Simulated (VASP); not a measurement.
ReB: single point with PBE

The system is ReB.

```
Re B
1.0
     2.81810    0.00000    0.00000
     0.00000    2.81810    0.00000
     0.00000    0.00000    5.92106
Re B
2 2
Cartesian
  1.4091 1.4091 1.2561
  1.4091 1.4091 4.6650
  0.0000 1.4091 2.9605
  1.4091 0.0000 2.9605
```

```
Program                : VASP 6.6.1
Task                   : single point
Functional             : PBE
Potentials or basis    : VASP PAW PBE potentials, release 64 (Re, B)
Cutoff                 : 520 eV
k mesh                 : 6 × 6 × 4
Occupations            : gaussian, width 0.1 eV
Spin                   : collinear spin, ferromagnetic start
Starting moments       : [1.0, 1.0, 0.0, 0.0] μB
Dipole correction      : no
Further INCAR settings : ALGO = Normal; EDIFF = 1e-06; NBANDS = 22
```

| Quantity | Value |
| --- | --- |
| Pressure | 0.4 GPa |
| Largest force | 0.243 eV/Å |
| Band gap on the k mesh | zero (filled and empty bands overlap) |
| Net moment | 0.00 μB per cell |
| Valence electrons inside the program's atomic spheres | Re 6.14; B 1.90 |

Forces on the atoms (eV/Å):
```
Re   0.000  0.000 -0.243
Re   0.000  0.000  0.243
B    0.000  0.000  0.000
B    0.000  0.000  0.000
```

Stress tensor (GPa, compression positive):
```
0.33 0.00 0.00
0.00 0.33 0.00
0.00 0.00 0.42
```

Levels at points of the mesh, in eV from the Fermi level:
Spin up:
```tsv
k point	band 8	band 9	band 10	band 11	band 12	band 13
(0.00, 0.00, 0.00)	-3.29	-1.08	1.37	1.37	2.03	2.37
(0.50, 0.00, 0.00)	-0.99	-0.86	0.10	0.67	1.75	2.98
(0.50, 0.50, 0.00)	-2.19	-0.38	-0.38	0.87	2.94	3.65
(0.00, 0.00, 0.50)	-3.31	-1.37	-0.61	-0.61	2.09	2.30
(0.50, 0.00, 0.50)	-1.21	-0.66	-0.35	-0.16	1.59	2.62
(0.50, 0.50, 0.50)	-2.35	-1.16	1.41	1.41	3.79	3.85
```
Spin down:
```csv
k point,band 6,band 7,band 8,band 9,band 10,band 11,band 12,band 13,band 14,band 15
"(0.00, 0.00, 0.00)",-3.78,-3.78,-3.28,-1.08,1.37,1.37,2.03,2.37,2.81,2.81
"(0.50, 0.00, 0.00)",-3.32,-2.10,-0.99,-0.86,0.10,0.67,1.75,2.98,4.26,4.61
"(0.50, 0.50, 0.00)",-3.54,-3.54,-2.19,-0.38,-0.38,0.87,2.94,3.65,3.99,5.71
"(0.00, 0.00, 0.50)",-3.41,-3.31,-3.31,-1.37,-0.61,-0.61,2.09,2.30,4.97,4.97
"(0.50, 0.00, 0.50)",-2.84,-1.85,-1.21,-0.66,-0.35,-0.16,1.59,2.62,4.49,4.81
"(0.50, 0.50, 0.50)",-4.81,-4.74,-2.35,-1.16,1.41,1.41,3.79,3.85,4.23,4.23
```

Run time: 29 s on 1 thread of Intel(R) Xeon(R) 6975P-C (Granite Rapids), with other jobs on the host, peak memory 0.21 GiB.

Caveat: the k points lie up to 0.37 Å⁻¹ apart; spin-orbit coupling is left out, which moves the levels of the heavy elements.
